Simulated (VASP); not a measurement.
# HC12 in VASP: notebook, part 2 of 2

VASP 6.6.1.

## Step 5: Single point, PBE

Contents of INCAR:

```
SYSTEM = HC12
  PREC = Accurate
  ENCUT = 520
  EDIFF = 1E-7
  ISMEAR = 0
  SIGMA = 0.05
  LREAL = Auto
  LASPH = .TRUE.
  NELM = 80
  ALGO = Normal
  ISIF = 2
  LWAVE = .FALSE.
  LCHARG = .FALSE.
  LDIPOL = .TRUE.
  IDIPOL = 3
  DIPOL = 0.5 0.5 0.289
  GGA = PE
  NBANDS = 68
```

Contents of KPOINTS:

```
Automatic mesh
0
G
  5 5 1
  0 0 0
```

Contents of POSCAR:

```
HC12
1.0
    5.0509324483      0.0000000000      0.0000000000
    0.0000000000      5.0509324483      0.0000000000
    0.0000000000      0.0000000000     22.3754933530
C H
24 2
Direct
    0.0000000000      0.2500000000      0.1787670080
    0.0000000000      0.7500000000      0.1787670080
    0.5000000000      0.2500000000      0.1787670080
    0.5000000000      0.7500000000      0.1787670080
    0.0000000000      0.0000000000      0.2186716990
    0.0000000000      0.5000000000      0.2186716990
    0.5000000000      0.0000000000      0.2186716990
    0.5000000000      0.5000000000      0.2186716990
    0.2500000000      0.0000000000      0.2585763899
    0.2500000000      0.5000000000      0.2585763899
    0.7500000000      0.0000000000      0.2585763899
    0.7500000000      0.5000000000      0.2585763899
    0.2500000000      0.2500000000      0.2976014419
    0.2500000000      0.7500000000      0.2976014419
    0.7500000000      0.2500000000      0.2976014419
    0.7500000000      0.7500000000      0.2976014419
    0.0000000000      0.2500000000      0.3394883053
    0.0000000000      0.7500000000      0.3394883053
    0.5000000000      0.2500000000      0.3394883053
    0.5000000000      0.7500000000      0.3394883053
    0.0000000000      0.0000000000      0.3743154719
    0.0000000000      0.5000000000      0.3743154719
    0.5000000000      0.0000000000      0.3743154719
    0.5000000000      0.5000000000      0.3743154719
    0.8520075238      0.3750000000      0.4230294816
    1.1479924762      0.3750000000      0.4230294816
```

Potentials or basis: VASP PAW PBE potentials, release 64 (C, H).

The run is started by

```sh
$ cat potpaw_PBE.64/C/POTCAR potpaw_PBE.64/H/POTCAR > POTCAR
$ mpirun -np 1 vasp_std > vasp.out
```

OUTCAR:

```text
SYSTEM = HC12
   PREC = Accurate
   ENCUT = 520
   EDIFF = 1E-7
   ISMEAR = 0
   LREAL = Auto
   LASPH = .TRUE.
   NELM = 80
   ISIF = 2
   GGA = PE

 ion  position               nearest neighbor table
   1  0.000  0.250  0.179-   5 1.55   6 1.55
   2  0.000  0.750  0.179-   5 1.55   6 1.55
   3  0.500  0.250  0.179-   7 1.55   8 1.55
   4  0.500  0.750  0.179-   7 1.55   8 1.55
   5  0.000  0.000  0.219-   9 1.55  11 1.55   1 1.55   2 1.55
   6  0.000  0.500  0.219-  10 1.55  12 1.55   1 1.55   2 1.55
   7  0.500  0.000  0.219-   9 1.55  11 1.55   3 1.55   4 1.55
   8  0.500  0.500  0.219-  10 1.55  12 1.55   3 1.55   4 1.55
   9  0.250  0.000  0.259-  13 1.54  14 1.54   5 1.55   7 1.55
  10  0.250  0.500  0.259-  13 1.54  14 1.54   6 1.55   8 1.55
[... 8 lines left out ...]
  19  0.500  0.250  0.339-  23 1.48  24 1.48  13 1.57  15 1.57
  20  0.500  0.750  0.339-  23 1.48  24 1.48  14 1.57  16 1.57
  21  0.000  0.000  0.374-  17 1.48  18 1.48
  22  0.000  0.500  0.374-  25 1.46  26 1.46  17 1.48  18 1.48
  23  0.500  0.000  0.374-  19 1.48  20 1.48
  24  0.500  0.500  0.374-  19 1.48  20 1.48
  25  0.852  0.375  0.423-  22 1.46
  26  0.148  0.375  0.423-  22 1.46

  LATTYP: Found a simple tetragonal cell.
 ALAT       =     5.0509324483
 C/A-ratio  =     4.4299727985

  Lattice vectors:

 A1 = (   5.0509324483,   0.0000000000,   0.0000000000)
 A2 = (   0.0000000000,   5.0509324483,   0.0000000000)
 A3 = (   0.0000000000,   0.0000000000,  22.3754933530)

Analysis of symmetry for initial positions (statically):
=====================================================================
 Subroutine PRICEL returns:
 Original cell was already a primitive cell.

 Routine SETGRP: Setting up the symmetry group for a
 simple tetragonal supercell.

 Subroutine GETGRP returns: Found  2 space group operations
 (whereof  2 operations were pure point group operations)
 out of a pool of 16 trial point group operations.

The static configuration has the point symmetry C_1h.

[... 175 lines left out ...]
 non-spin polarized calculation
 Gauss-broadening in eV      SIGMA  =   0.05
  energy-cutoff  :      520.00
  volume of cell :      570.84
 maximum number of plane-waves:     15407
 NGX is ok and might be reduce to    40
   NGX = 19   NGY = 19   NGZ = 83

 dipolmoment           0.000000      0.000000      0.433240 electrons x Angstroem

 number of electron      98.0000008 magnetization

 dipolmoment           0.000000      0.000000     -0.279045 electrons x Angstroem

 Free energy of the ion-electron system (eV)
  ---------------------------------------------------
  ext. energy  EPLUGINS =         0.00000000
  ---------------------------------------------------
  free energy    TOTEN  =      -198.60605735 eV

  energy without entropy =     -198.59536561  energy(sigma->0) =     -198.60071148

 E-fermi :  -2.5287     XC(G=0):  -4.2761

 val. band max:       -2.5471719450   @ k =   0.0000   0.4000   0.0000
 cond. band min:      -2.5190441707   @ k =   0.0000   0.0000   0.0000
 fundamental gap:      0.0281277743
 Fermi energy:        -2.5287263549

 k-point     1 :       0.0000    0.0000    0.0000
  band No.  band energies     occupation
      1     -23.3877      2.00000
      2     -20.7836      2.00000
      3     -19.2235      2.00000
      4     -19.1973      2.00000
      5     -19.0575      2.00000
      6     -19.0078      2.00000
[... 565 lines left out ...]
     60       4.2493      0.00000
     61       4.6773      0.00000
 [bands above 61 left out]

------------------------ aborting loop because EDIFF is reached ----------------------------------------

 vacuum level on the upper side and lower side of the slab       (xc-potential included)        -1.032         0.894

  FORCE on cell =-STRESS in cart. coord.  units (eV):
  Direction    XX          YY          ZZ          XY          YZ          ZX
  --------------------------------------------------------------------------------------
  -------------------------------------------------------------------------------------
  Total      -22.1812591     -6.8292120     -8.4239601      0.0000000      5.7085618      0.0000000
  in kB      -62.2559747    -19.1674984    -23.6434661      0.0000000     16.0221779      0.0000000
  external PRESSURE =     -35.0223131 kB  Pullay stress =       0.0000000 kB

 VOLUME and BASIS-vectors are now :
 -----------------------------------------------------------------------------
  energy-cutoff  :      520.00
  volume of cell :      570.84
      direct lattice vectors                 reciprocal lattice vectors
     5.050932448  0.000000000  0.000000000     0.197983246  0.000000000  0.000000000
     0.000000000  5.050932448  0.000000000     0.000000000  0.197983246  0.000000000
     0.000000000  0.000000000 22.375493353     0.000000000  0.000000000  0.044691752

 POSITION                                       TOTAL-FORCE (eV/Angst)
 -----------------------------------------------------------------------------------
      0.00000      1.26273      4.00000         0.000000      0.024993      2.127213
      0.00000      3.78820      4.00000         0.000000     -0.030578      2.119296
      2.52547      1.26273      4.00000         0.000000      0.048014      2.191542
      2.52547      3.78820      4.00000         0.000000     -0.056655      2.172831
      0.00000      0.00000      4.89289         0.000000      0.001917     -2.535818
      0.00000      2.52547      4.89289         0.000000      0.010761     -2.490439
[... 18 lines left out ...]
      4.30343      1.89410      9.46549         0.364600      2.314274     -2.043259
      0.74750      1.89410      9.46549        -0.364600      2.314274     -2.043259
 -----------------------------------------------------------------------------------
    total drift:                                0.000000      0.000061      0.044679

  FREE ENERGIE OF THE ION-ELECTRON SYSTEM (eV)
  ---------------------------------------------------
  free  energy   TOTEN  =      -198.6060573494 eV

  energy  without entropy=     -198.5953656063  energy(sigma->0) =     -198.60071148

 vacuum level on the upper side and lower side of the slab         2.965         4.939
```

Wall time 27 min (1 thread of AMD EPYC 7R43 (Zen 3), shared host); peak memory 0.6 GiB.

Results:

```yaml
Free_energy: -198.6061 eV
Largest_force: 6.633 eV/Å
Band_gap_on_the_k_mesh: zero (band 49 reaches -2.45 eV, above the bottom of band 50 at -2.73 eV)
```

Forces in eV/Å, atoms in the order of the input:
```
C    0.000  0.025  2.127
C    0.000 -0.031  2.119
C    0.000  0.048  2.192
C    0.000 -0.057  2.173
C    0.000  0.002 -2.536
C    0.000  0.011 -2.490
C    0.000 -0.067 -2.465
C    0.000  0.029 -2.582
C    0.142  0.047  0.127
C    0.167 -0.045  0.207
C   -0.142  0.047  0.127
C   -0.167 -0.045  0.207
C   -0.310 -0.007  0.032
C   -0.165 -0.263  0.187
C    0.310 -0.007  0.032
C    0.165 -0.263  0.187
C    0.000 -0.685 -1.959
C    0.000  1.110  0.326
C    0.000 -0.024 -0.059
C    0.000  0.115  0.141
C    0.000  0.589  0.753
C    0.000 -4.698  4.682
C    0.000  0.243  0.107
C    0.000 -0.703  0.450
H    0.365  2.314 -2.043
H   -0.365  2.314 -2.043
```
